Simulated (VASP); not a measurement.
**LiF: single point with PBE+D3(BJ)**

Crystal: LiF.

```
Li F
1.0
     0.00000    2.00231    2.00231
     2.00231    0.00000    2.00231
     2.00231    2.00231    0.00000
Li F
1 1
Direct
  0.00000 0.00000 0.00000
  0.50000 0.50000 0.50000
```

```
Program                : VASP 6.6.1
Task                   : single point
Functional             : PBE
Dispersion             : D3(BJ)
Potentials or basis    : VASP PAW PBE potentials, release 64 (Li_sv, F)
Cutoff                 : 750 eV
k mesh                 : 8 × 8 × 8
Occupations            : gaussian, width 0.1 eV
Spin                   : no spin polarisation
Dipole correction      : no
Further INCAR settings : ALGO = Normal; EDIFF = 1e-06; NBANDS = 12
```

The pressure is -1.0 GPa. The band gap on the k mesh is 9.23 eV, direct and the dispersion energy per atom is -0.182 eV.

Levels at points of the mesh, in eV from the valence-band top:
```tsv
k point	band 2	band 3	band 4	band 5	band 6	band 7	band 8	band 9
(0.00, 0.00, 0.00)	-20.02	0.00	0.00	0.00	9.24	24.20	24.20	24.20
(0.50, 0.00, 0.00)	-19.57	-2.57	-0.23	-0.23	10.87	16.94	19.04	19.04
(0.50, 0.50, 0.00)	-19.29	-3.08	-1.02	-1.02	14.98	16.56	17.65	20.45
```

It took 18 s on 1 thread of Intel Xeon 8259CL, on a shared host, peak memory 0.16 GiB.

A k mesh can miss the band edges.
